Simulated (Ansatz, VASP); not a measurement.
## SnO2: VASP beside Ansatz

```
CELL_PARAMETERS angstrom
4.70620 0.00000 0.00000
0.00000 4.70620 0.00000
0.00000 0.00000 3.16511
ATOMIC_POSITIONS crystal
Sn 0.00000 0.00000 0.00000
Sn 0.50000 0.50000 0.50000
O 0.30511 0.30511 0.00000
O 0.19489 0.80511 0.50000
O 0.69489 0.69489 0.00000
O 0.80511 0.19489 0.50000
```

Change from the starting cell: volume scaled by 0.98, ions relaxed.

Alike in both runs: functional PBE; k mesh 7 × 7 × 9; occupations fermi-dirac, width 0.02 eV; no spin polarisation.

Ansatz relaxed the structure, and its values are those at the end. VASP's run is a single point on that final structure, the one shown.

|  | VASP | Ansatz |
| --- | --- | --- |
| version | VASP 6.6.1 | Ansatz 0.2.0 |
| potentials or method | VASP PAW PBE potentials, release 64 (Sn_d, O) | plane-wave PAW, scalar-relativistic |
| plane-wave cutoff (eV) | 600 | 420 |
| valence electrons in the cell | 52 | 52 |

|  | VASP | Ansatz | Ansatz less VASP |
| --- | --- | --- | --- |
| gap on the k mesh at the Fermi level (eV) | 1.47 | 1.48 | +0.009 |
| pressure (GPa) | 16.1 | 15.6 | -0.51 |
| rms of the force components (eV/Å) | 0.016 | 0.009 | -0.0074 |

Ansatz's warnings: stress scf threshold loose.
